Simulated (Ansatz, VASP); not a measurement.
# One calculation of SnO, two programs

```
Sn O
1.0
     2.73691   -2.73780    0.00000
     2.73691    2.73780    0.00000
     0.00000    0.00000   10.22196
Sn O
4 4
Direct
  0.73655 0.26345 0.86386
  0.26345 0.73655 0.13614
  0.76345 0.23655 0.36386
  0.23655 0.76345 0.63614
  0.26194 0.23806 0.25000
  0.73806 0.76194 0.75000
  0.23806 0.26194 0.75000
  0.76194 0.73806 0.25000
```

Alike in both runs: task single point; functional LDA; k mesh 6 × 6 × 2; no spin polarisation.

|  | VASP | Ansatz |
| --- | --- | --- |
| version | VASP 6.6.1 | Ansatz 0.2.0 |
| potentials or method | VASP PAW LDA potentials, release 64 (Sn_d, O) | plane waves, PAW |
| plane-wave cutoff (eV) | 520 | 420 |
| occupations | gaussian, width 0.01 eV | fixed |
| valence electrons in the cell | 80 | 80 |

```csv
,VASP,Ansatz,Ansatz less VASP
gap on the k mesh at the Fermi level (eV),0.57,0.58,+0.014
```

LDA's correlation is that of Perdew and Zunger in VASP and of Perdew and Wang (1992) in Ansatz.
